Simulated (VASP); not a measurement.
# RbY2S2 in VASP: a series of runs

Runs on RbY2S2. Level: PBE. Tasks: single point, relaxation of cell and atoms.

Everything below comes from runs of VASP 6.6.1. Logs are shortened: lines on timing, memory, paths and dates and some standing lists are left out, and cuts for length are marked.

## Step 1: The cell of the first run

The typed cell holds 5 atoms: a = 6.532 Å, b = 6.532 Å, c = 5.137 Å, α = 90.00°, β = 90.00°, γ = 90.00°.

The cell was generated, and may not be a known phase.

## Step 2: Single point, PBE

INCAR

```
SYSTEM = RbY2S2
PREC = Accurate
ENCUT = 520
EDIFF = 1E-6
ISMEAR = 0
SIGMA = 0.1
LREAL = .False.
LASPH = .True.
NELM = 100
ALGO = Normal
ISIF = 2
LWAVE = .False.
LCHARG = .False.
GGA = PE
NBANDS = 30
```

KPOINTS

```
Automatic mesh
0
Gamma
  4 4 4
  0 0 0
```

POSCAR

```
RbY2S2
1.0
    6.5320985578      0.0000000000      0.0000000000
    0.0000000000      6.5320985578      0.0000000000
    0.0000000000      0.0000000000      5.1365707701
Rb Y S
1 2 2
Direct
    0.5000000000      0.5000000000      0.3128369581
    0.5000000000      0.0000000000      0.8129181018
    0.0000000000      0.5000000000      0.8129181018
    0.5000000000      0.0000000000      0.3129262292
    0.0000000000      0.5000000000      0.3129262292
```

Potentials or basis: VASP PAW PBE potentials, release 64 (Rb_sv, Y_sv, S).

Started as:

```
$ cat potpaw_PBE.64/Rb_sv/POTCAR potpaw_PBE.64/Y_sv/POTCAR potpaw_PBE.64/S/POTCAR > POTCAR
$ mpirun -np 1 vasp_std > vasp.out
```

OUTCAR:

```text
SYSTEM = RbY2S2
   PREC = Accurate
   ENCUT = 520
   EDIFF = 1E-6
   ISMEAR = 0
   LREAL = .False.
   LASPH = .True.
   NELM = 100
   ISIF = 2
   GGA = PE

 ion  position               nearest neighbor table
   1  0.500  0.500  0.313-   4 3.27   5 3.27   4 3.27   5 3.27   2 4.15   2 4.15   3 4.15   3 4.15
                             3 4.16   3 4.16   2 4.16   2 4.16
   2  0.500  0.000  0.813-   4 2.57   4 2.57   1 4.15   1 4.15   1 4.16   1 4.16
   3  0.000  0.500  0.813-   5 2.57   5 2.57   1 4.15   1 4.15   1 4.16   1 4.16
   4  0.500  0.000  0.313-   2 2.57   2 2.57   1 3.27   1 3.27
   5  0.000  0.500  0.313-   3 2.57   3 2.57   1 3.27   1 3.27

  LATTYP: Found a simple tetragonal cell.
 ALAT       =     6.5320985578
 C/A-ratio  =     0.7863584305

  Lattice vectors:

 A1 = (   6.5320985578,   0.0000000000,   0.0000000000)
 A2 = (   0.0000000000,   6.5320985578,   0.0000000000)
 A3 = (   0.0000000000,   0.0000000000,   5.1365707701)

Analysis of symmetry for initial positions (statically):
=====================================================================
 Subroutine PRICEL returns:
 Original cell was already a primitive cell.

 Routine SETGRP: Setting up the symmetry group for a
 simple tetragonal supercell.

 Subroutine GETGRP returns: Found  8 space group operations
 (whereof  8 operations were pure point group operations)
 out of a pool of 16 trial point group operations.

The static configuration has the point symmetry C_4v.

Analysis of symmetry for dynamics (positions and initial velocities):
=====================================================================
 Subroutine PRICEL returns:
 Original cell was already a primitive cell.

 Routine SETGRP: Setting up the symmetry group for a
 simple tetragonal supercell.

 Subroutine GETGRP returns: Found  8 space group operations
 (whereof  8 operations were pure point group operations)
 out of a pool of 16 trial point group operations.

The dynamic configuration has the point symmetry C_4v.

 Subroutine INISYM returns: Found  8 space group operations
 (whereof  8 operations are pure point group operations),
 and found     1 'primitive' translations

----------------------------------------------------------------------------------------

                                     Primitive cell

  volume of cell :     219.1688

  direct lattice vectors                    reciprocal lattice vectors
     6.532098558  0.000000000  0.000000000     0.153090158  0.000000000  0.000000000
     0.000000000  6.532098558  0.000000000     0.000000000  0.153090158  0.000000000
     0.000000000  0.000000000  5.136570770     0.000000000  0.000000000  0.194682415

  length of vectors
     6.532098558  6.532098558  5.136570770     0.153090158  0.153090158  0.194682415

  position of ions in fractional coordinates (direct lattice)
     0.500000000  0.500000000  0.312836958
     0.500000000  0.000000000  0.812918102
     0.000000000  0.500000000  0.812918102
     0.500000000  0.000000000  0.312926229
     0.000000000  0.500000000  0.312926229

  ion indices of the primitive-cell ions
   primitive index   ion index
                 1           1
                 2           2
                 3           3
                 4           4
                 5           5

----------------------------------------------------------------------------------------

 KPOINTS: Automatic mesh

Automatic generation of k-mesh.
 Grid dimensions read from file:
 generate k-points for:    4    4    4

 Generating k-lattice:

  Cartesian coordinates                     Fractional coordinates (reciprocal lattice)
     0.038272539  0.000000000  0.000000000     0.250000000  0.000000000  0.000000000
     0.000000000  0.038272539  0.000000000     0.000000000  0.250000000  0.000000000
     0.000000000  0.000000000  0.048670604     0.000000000  0.000000000  0.250000000

  Length of vectors
     0.038272539  0.038272539  0.048670604

  Shift w.r.t. Gamma in fractional coordinates (k-lattice)
     0.000000000  0.000000000  0.000000000

 Subroutine IBZKPT returns following result:
 ===========================================

 Found     18 irreducible k-points:

 Following reciprocal coordinates:
            Coordinates               Weight
  0.000000  0.000000  0.000000      1.000000
  0.250000  0.000000  0.000000      4.000000
  0.500000  0.000000  0.000000      2.000000
  0.250000  0.250000  0.000000      4.000000
  0.500000  0.250000  0.000000      4.000000
  0.500000  0.500000  0.000000      1.000000
[... 10 lines left out ...]
  0.500000  0.250000  0.500000      4.000000
  0.500000  0.500000  0.500000      1.000000
   k-points           NKPTS =     18   k-points in BZ     NKDIM =     18   number of bands    NBANDS=     30
   number of dos      NEDOS =    301   number of ions     NIONS =      5
   total plane-waves  NPLWV = 100000
   dimension x,y,z NGX =    50 NGY =   50 NGZ =   40
   dimension x,y,z NGXF=   100 NGYF=  100 NGZF=   80
   ions per type =               1   2   2
   NGX,Y,Z   is equivalent  to a cutoff of  12.73, 12.73, 12.95 a.u.
   NGXF,Y,Z  is equivalent  to a cutoff of  25.45, 25.45, 25.89 a.u.
 SYSTEM =  RbY2S2
   PREC   = accura    normal or accurate (medium, high low for compatibility)
   ISTART =      0    job   : 0-new  1-cont  2-samecut
   ICHARG =      2    charge: 1-file 2-atom 10-const
   ISPIN  =      1    spin polarized calculation?
   LNONCOLLINEAR =      F non collinear calculations
   LSORBIT =      F    spin-orbit coupling
   LASPH  =      T    aspherical Exc in radial PAW
   ENCUT  =  520.0 eV  38.22 Ry    6.18 a.u.  12.15 12.15  9.55*2*pi/ulx,y,z
   NELM   =    100;   NELMIN=  2; NELMDL= -5     # of ELM steps
   EDIFF  = 0.1E-05   stopping-criterion for ELM
   LREAL  =      F    real-space projection
   EDIFFG = 0.1E-04   stopping-criterion for IOM
   NSW    =      0    number of steps for IOM
   IBRION =     -1    ionic relax: 0-MD 1-quasi-New 2-CG
   NFREE  =      0    steps in history (QN), initial steepest desc. (CG)
   ISIF   =      2    stress and relaxation
   ISYM   =      2    0-nonsym 1-usesym 2-fastsym
   POTIM  = 0.5000    time-step for ionic-motion
   TEBEG  =    0.0;   TEEND  =   0.0 temperature during run
   PSTRESS=    0.0 pullay stress
   NELECT =      43.0000    total number of electrons
   NUPDOWN=      -1.0000    fix difference up-down
   EMIN   =  10.00;   EMAX   =-10.00  energy-range for DOS
   EFERMI =   0.00;   METHOD = LEGACY
   ISMEAR =     0;   SIGMA  =   0.10  broadening in eV -4-tet -1-fermi 0-gaus
   EFERMI_NEDOS =   21; number of points for ismear=-14 and -15
   IALGO  =     38    algorithm
   IMIX   =      4    mixing-type and parameters
     AMIX     =   0.40;   BMIX     =  1.00
     AMIX_MAG =   1.60;   BMIX_MAG =  1.00
  volume/ion in A,a.u.               =      43.83       295.80
  Fermi-wavevector in a.u.,A,eV,Ry     =   0.951272  1.797644 12.312164  0.904919
  Thomas-Fermi vector in A             =   2.079727
   LORBIT       =      0    0 simple, 1 ext, 2 COOP (PROOUT), +10 PAW based schemes
   GGA     = PE    functional components
   LHFCALC =     F    Hartree Fock is set to
   AEXX    =    0.0000 exact exchange contribution
   IVDW    =     0    specifies the selected vdW correction
   LEPSILON=     F    determine dielectric tensor
   LRPA    =     F    only Hartree local field effects (RPA)
 non-spin polarized calculation
 Gauss-broadening in eV      SIGMA  =   0.10
  energy-cutoff  :      520.00
  volume of cell :      219.17
 maximum number of plane-waves:      5944
 NGX is ok and might be reduce to    50
   NGX = 25   NGY = 25   NGZ = 19

 number of electron      42.9999999 magnetization

 Free energy of the ion-electron system (eV)
  ---------------------------------------------------
  ext. energy  EPLUGINS =         0.00000000
  ---------------------------------------------------
  free energy    TOTEN  =       -25.39612472 eV

  energy without entropy =      -25.38532451  energy(sigma->0) =      -25.39072461

 E-fermi :   1.2017     XC(G=0):  -7.2052

 val. band max:        1.0860352859   @ k =   0.0000   0.0000   0.0000
 cond. band min:       1.2319051705   @ k =   0.0000   0.0000   0.0000
 fundamental gap:      0.1458698846
 Fermi energy:         1.2017184306

 k-point     1 :       0.0000    0.0000    0.0000
  band No.  band energies     occupation
      1     -42.9043      2.00000
      2     -42.9033      2.00000
      3     -25.8746      2.00000
      4     -22.9776      2.00000
      5     -22.9776      2.00000
      6     -22.9245      2.00000
[... 22 lines left out ...]
     29       3.3793      0.00000
     30       3.4132      0.00000

 k-point     2 :       0.2500    0.0000    0.0000
  band No.  band energies     occupation
      1     -42.9042      2.00000
      2     -42.9034      2.00000
      3     -25.8746      2.00000
      4     -22.9771      2.00000
      5     -22.9770      2.00000
      6     -22.9251      2.00000
[... 22 lines left out ...]
     29       2.6729      0.00000
     30       2.7722      0.00000

 k-point     3 :       0.5000    0.0000    0.0000
  band No.  band energies     occupation
      1     -42.9038      2.00000
      2     -42.9038      2.00000
      3     -25.8746      2.00000
      4     -22.9765      2.00000
      5     -22.9764      2.00000
      6     -22.9257      2.00000
[... 22 lines left out ...]
     29       2.2294      0.00000
     30       2.2697      0.00000

 k-point     4 :       0.2500    0.2500    0.0000
  band No.  band energies     occupation
      1     -42.9041      2.00000
      2     -42.9035      2.00000
      3     -25.8746      2.00000
      4     -22.9812      2.00000
      5     -22.9723      2.00000
      6     -22.9298      2.00000
[... 418 lines left out ...]
     29       4.3471      0.00000
     30       4.3577      0.00000

 k-point    17 :       0.5000    0.2500    0.5000
  band No.  band energies     occupation
      1     -42.9034      2.00000
      2     -42.9034      2.00000
      3     -25.8731      2.00000
      4     -22.9820      2.00000
      5     -22.9694      2.00000
      6     -22.9315      2.00000
[... 22 lines left out ...]
     29       4.0607      0.00000
     30       4.3288      0.00000

 k-point    18 :       0.5000    0.5000    0.5000
  band No.  band energies     occupation
      1     -42.9034      2.00000
      2     -42.9034      2.00000
      3     -25.8729      2.00000
      4     -22.9846      2.00000
      5     -22.9668      2.00000
      6     -22.9343      2.00000
[... 22 lines left out ...]
     29       3.9896      0.00000
     30       4.2910      0.00000

------------------------ aborting loop because EDIFF is reached ----------------------------------------

  FORCE on cell =-STRESS in cart. coord.  units (eV):
  Direction    XX          YY          ZZ          XY          YZ          ZX
  --------------------------------------------------------------------------------------
  -------------------------------------------------------------------------------------
  Total       -0.0699689     -0.0699689     -0.1133412      0.0000000      0.0000000     -0.0000000
  in kB       -0.5114899     -0.5114899     -0.8285516      0.0000000      0.0000000     -0.0000000
  external PRESSURE =      -0.6171771 kB  Pullay stress =       0.0000000 kB

 VOLUME and BASIS-vectors are now :
 -----------------------------------------------------------------------------
  energy-cutoff  :      520.00
  volume of cell :      219.17
      direct lattice vectors                 reciprocal lattice vectors
     6.532098558  0.000000000  0.000000000     0.153090158  0.000000000  0.000000000
     0.000000000  6.532098558  0.000000000     0.000000000  0.153090158  0.000000000
     0.000000000  0.000000000  5.136570770     0.000000000  0.000000000  0.194682415

 POSITION                                       TOTAL-FORCE (eV/Angst)
 -----------------------------------------------------------------------------------
      3.26605      3.26605      1.60691         0.000000      0.000000      0.000515
      3.26605      0.00000      4.17561        -0.000000      0.000000      0.000107
      0.00000      3.26605      4.17561         0.000000     -0.000000      0.000107
      3.26605      0.00000      1.60737         0.000000      0.000000     -0.000364
      0.00000      3.26605      1.60737         0.000000      0.000000     -0.000364
 -----------------------------------------------------------------------------------
    total drift:                                0.000000      0.000000      0.000089

  FREE ENERGIE OF THE ION-ELECTRON SYSTEM (eV)
  ---------------------------------------------------
  free  energy   TOTEN  =       -25.3961247159 eV

  energy  without entropy=      -25.3853245067  energy(sigma->0) =      -25.39072461
```

It took 66 s on 1 thread of Intel Xeon 6975P-C (Granite Rapids), shared host; peak memory 0.38 GiB.

What came out:

| Property | Result |
| --- | --- |
| Free energy | -25.3961 eV |
| Pressure | -0.1 GPa |
| Band gap on the k mesh | zero (an odd number of electrons rules out a gap without spin polarisation) |

## Step 3: Single point, PBE

INCAR

```
SYSTEM = RbY2S2
  PREC = Accurate
  ENCUT = 520
  EDIFF = 1E-7
  ISMEAR = 0
  SIGMA = 0.1
  LREAL = .False.
  LASPH = .True.
  NELM = 80
  ALGO = Normal
  ISIF = 2
  LWAVE = .False.
  LCHARG = .True.
  GGA = PE
  LELF = .True.
  LVHAR = .True.
  NBANDS = 30
```

KPOINTS

```
Automatic mesh
0
Gamma
  6 6 8
  0 0 0
```

POSCAR

```
RbY2S2
1.0
    6.5336656605      0.0000000000      0.0000000000
    0.0000000000      6.5336656605      0.0000000000
    0.0000000000      0.0000000000      5.1338982040
Rb Y S
1 2 2
Direct
    0.5000000000      0.5000000000      0.0000000000
    0.5000000000      0.0000000000      0.5000000000
    0.0000000000      0.5000000000      0.5000000000
    0.5000000000      0.0000000000      0.0000000000
    0.0000000000      0.5000000000      0.0000000000
```

Potentials or basis: VASP PAW PBE potentials, release 64 (Rb_sv, Y_sv, S).

Started as:

```
$ cat potpaw_PBE.64/Rb_sv/POTCAR potpaw_PBE.64/Y_sv/POTCAR potpaw_PBE.64/S/POTCAR > POTCAR
$ mpirun -np 1 vasp_std > vasp.out
```

Run time: 3.2 min. Hardware: 1 thread of Intel Xeon 6975P-C (Granite Rapids), shared host; peak memory 0.53 GiB.

It converged, with:

- Free energy: -25.3735 eV
- Pressure: 0.0 GPa
- Band gap on the k mesh: zero (an odd number of electrons rules out a gap without spin polarisation)

Levels at points of the mesh, in eV from the Fermi level:
| k point | band 20 | band 21 | band 22 | band 23 | band 24 | band 25 |
| --- | --- | --- | --- | --- | --- | --- |
| (0.00, 0.00, 0.00) | -1.98 | -1.88 | -0.04 | 0.10 | 0.62 | 0.62 |
| (0.50, 0.00, 0.00) | -2.26 | -0.75 | -0.20 | 0.78 | 0.81 | 0.83 |
| (0.50, 0.50, 0.00) | -1.83 | -0.48 | -0.48 | 0.67 | 0.71 | 0.75 |
| (0.00, 0.00, 0.50) | -2.49 | -1.28 | 0.32 | 0.34 | 1.39 | 1.39 |
| (0.50, 0.00, 0.50) | -2.71 | -0.49 | -0.46 | 0.52 | 0.76 | 0.98 |
| (0.50, 0.50, 0.50) | -2.37 | -0.45 | -0.45 | 0.74 | 0.92 | 1.27 |

## Step 4: Single point, PBE

INCAR

```
  PREC = Accurate
  ENCUT = 520
  EDIFF = 1E-6
  ISMEAR = 0
  SIGMA = 0.1
  LREAL = False
  LASPH = True
  NELM = 100
  ALGO = Normal
  ISIF = 2
  LWAVE = False
  LCHARG = False
  GGA = PE
  NBANDS = 30
```

KPOINTS

```
regular mesh
0
Gamma
  6 6 8
```

POSCAR is that of step 3.

Potentials or basis: VASP PAW PBE potentials, release 64 (Rb_sv, Y_sv, S).

Started as:

```
$ cat potpaw_PBE.64/Rb_sv/POTCAR potpaw_PBE.64/Y_sv/POTCAR potpaw_PBE.64/S/POTCAR > POTCAR
$ mpirun -np 1 vasp_std > vasp.out
```

OUTCAR:

```text
PREC = Accurate
   ENCUT = 520
   EDIFF = 1E-6
   ISMEAR = 0
   LREAL = False
   LASPH = True
   NELM = 100
   ISIF = 2
   GGA = PE

 ion  position               nearest neighbor table
   1  0.500  0.500  0.000-   4 3.27   5 3.27   4 3.27   5 3.27   2 4.15   3 4.15   2 4.15   2 4.15
                             2 4.15   3 4.15   3 4.15   3 4.15
   2  0.500  0.000  0.500-   4 2.57   4 2.57   1 4.15   1 4.15   1 4.15   1 4.15
   3  0.000  0.500  0.500-   5 2.57   5 2.57   1 4.15   1 4.15   1 4.15   1 4.15
   4  0.500  0.000  0.000-   2 2.57   2 2.57   1 3.27   1 3.27
   5  0.000  0.500  0.000-   3 2.57   3 2.57   1 3.27   1 3.27

  LATTYP: Found a simple tetragonal cell.
 ALAT       =     6.5336656605
 C/A-ratio  =     0.7857607767

  Lattice vectors:

 A1 = (   6.5336656605,   0.0000000000,   0.0000000000)
 A2 = (   0.0000000000,   6.5336656605,   0.0000000000)
 A3 = (   0.0000000000,   0.0000000000,   5.1338982040)

Analysis of symmetry for initial positions (statically):
=====================================================================
 Subroutine PRICEL returns:
 Original cell was already a primitive cell.

 Routine SETGRP: Setting up the symmetry group for a
[... 179 lines left out ...]
 fundamental gap:      0.0489897527
 Fermi energy:         1.1402201639

 k-point     1 :       0.0000    0.0000    0.0000
  band No.  band energies     occupation
      1     -42.8827      2.00000
      2     -42.8817      2.00000
      3     -25.8734      2.00000
      4     -22.9600      2.00000
      5     -22.9600      2.00000
      6     -22.9018      2.00000
[... 781 lines left out ...]
     29       3.2083      0.00000
     30       3.2375      0.00000

 [... further k-points ...]

------------------------ aborting loop because EDIFF is reached ----------------------------------------

  FORCE on cell =-STRESS in cart. coord.  units (eV):
  Direction    XX          YY          ZZ          XY          YZ          ZX
  --------------------------------------------------------------------------------------
  -------------------------------------------------------------------------------------
  Total        0.0122322      0.0122322     -0.0616852      0.0000000      0.0000000     -0.0000000
  in kB        0.0894243      0.0894243     -0.4509521      0.0000000      0.0000000     -0.0000000
  external PRESSURE =      -0.0907012 kB  Pullay stress =       0.0000000 kB

 VOLUME and BASIS-vectors are now :
 -----------------------------------------------------------------------------
  energy-cutoff  :      520.00
  volume of cell :      219.16
      direct lattice vectors                 reciprocal lattice vectors
     6.533665660  0.000000000  0.000000000     0.153053439  0.000000000  0.000000000
     0.000000000  6.533665660  0.000000000     0.000000000  0.153053439  0.000000000
     0.000000000  0.000000000  5.133898204     0.000000000  0.000000000  0.194783761

 POSITION                                       TOTAL-FORCE (eV/Angst)
 -----------------------------------------------------------------------------------
      3.26683      3.26683      0.00000         0.000000      0.000000      0.000000
      3.26683      0.00000      2.56695         0.000000      0.000000      0.000000
      0.00000      3.26683      2.56695         0.000000      0.000000      0.000000
      3.26683      0.00000      0.00000         0.000000      0.000000      0.000000
      0.00000      3.26683      0.00000         0.000000      0.000000      0.000000
 -----------------------------------------------------------------------------------
    total drift:                                0.000000      0.000000      0.000000

  FREE ENERGIE OF THE ION-ELECTRON SYSTEM (eV)
  ---------------------------------------------------
  free  energy   TOTEN  =       -25.3734576632 eV

  energy  without entropy=      -25.3565979296  energy(sigma->0) =      -25.36502780
```

Run time: 2.9 min. Hardware: 1 thread of Intel Xeon 6975P-C (Granite Rapids), shared host; peak memory 0.53 GiB.

Results:

| Quantity | Value |
| --- | --- |
| Free energy | -25.3735 eV |
| Pressure | 0.0 GPa |
| Band gap on the k mesh | zero (an odd number of electrons rules out a gap without spin polarisation) |

(Part 1 of 2 ends here.)

The gap in the log of VASP goes by the Fermi energy; the results here count the filled bands.